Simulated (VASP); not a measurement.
SnO (Romarchite), 4 atoms in the cell. It takes space group P4/nmm (No. 129, tetragonal). Conventional cell: a = 3.799 Å, b = 3.799 Å, c = 4.841 Å, α = 90.00°, β = 90.00°, γ = 90.00°. Sn (site symmetry 4mm) has 4 O at 2.22 Å within 2.9 Å. O (site symmetry -4m2) has 4 Sn at 2.22 Å and 4 O at 2.69 Å within 2.9 Å. 

| Property | Result |
| --- | --- |
| Program | VASP 6.6.1 |
| Task | relaxation of cell and atoms |
| Functional | r2SCAN |
| Dispersion | rVV10 |
| Potentials or basis | VASP PAW PBE potentials, release 64 (Sn_d, O) |
| Cutoff | 600 eV |
| k mesh | 5 × 5 × 4 |
| Occupations | methfessel-paxton, width 0.3 eV |
| Spin | no spin polarisation |
| Dipole correction | no |
| Further INCAR settings | ALGO = Normal; EDIFF = 1e-06; IBRION = 2; EDIFFG = -0.05; NSW = 80; ISIF = 3 |

Potentials or basis: VASP PAW PBE potentials, release 64 (Sn_d, O).

The run is started by

```sh
$ cat potpaw_PBE.64/Sn_d/POTCAR potpaw_PBE.64/O/POTCAR > POTCAR
$ cp INCAR.step1 INCAR
$ mpirun -np 1 vasp_std > vasp.out
$ cp INCAR.step2 INCAR
$ mpirun -np 1 vasp_std > vasp.out
```

Hardware: 1 thread of Intel(R) Xeon(R) 6975P-C (Granite Rapids) (shared host).

Task: Estimate the wall time of this run.

Result: Wall time 5.3 min on 1 thread of Intel(R) Xeon(R) 6975P-C (Granite Rapids), on a shared host, peak memory 0.36 GiB. Counts: k points 18, ion steps 4.
